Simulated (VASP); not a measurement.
CaCuC4N4, 10 atoms in the cell. Symmetry: P-43m, No. 215, cubic system. The conventional cell has a = 6.468 Å, b = 6.468 Å, c = 6.468 Å, α = 90.00°, β = 90.00°, γ = 90.00°. Ca (site symmetry -43m) has 4 C at 2.50 Å within 3.3 Å. Cu (site symmetry -43m) has 4 N at 1.93 Å within 2.6 Å. Within 1.6 Å of C (site symmetry 3m) lie 1 N at 1.17 Å. Within 1.6 Å of N (site symmetry 3m) lie 1 C at 1.17 Å. 

- Program: VASP 6.6.1
- Task: single point
- Functional: PBE
- Potentials or basis: VASP PAW PBE potentials, release 64 (Ca_sv, Cu, C, N)
- Cutoff: 520 eV
- k mesh: 4 × 4 × 4
- Occupations: gaussian, width 0.1 eV
- Spin: collinear spin
- Starting moments: [0.0, 1.0, 0.0, 0.0, 0.0, 0.0, 0.0, 0.0, 0.0, 0.0] μB
- Dipole correction: no
- Further INCAR settings: ALGO = Normal; EDIFF = 1e-06; NBANDS = 44

Potentials or basis: VASP PAW PBE potentials, release 64 (Ca_sv, Cu, C, N).

Launch:

```console
$ cat potpaw_PBE.64/Ca_sv/POTCAR potpaw_PBE.64/Cu/POTCAR potpaw_PBE.64/C/POTCAR potpaw_PBE.64/N/POTCAR > POTCAR
$ mpirun -np 1 vasp_std > vasp.out
```

Hardware: 1 thread of Intel(R) Xeon(R) 6975P-C (Granite Rapids) (shared host).

Estimate the wall time of this run.

It took 2.6 min on 1 thread of Intel(R) Xeon(R) 6975P-C (Granite Rapids), with other jobs on the host, peak memory 0.51 GiB. Counts: scf iterations 19, k points 10.
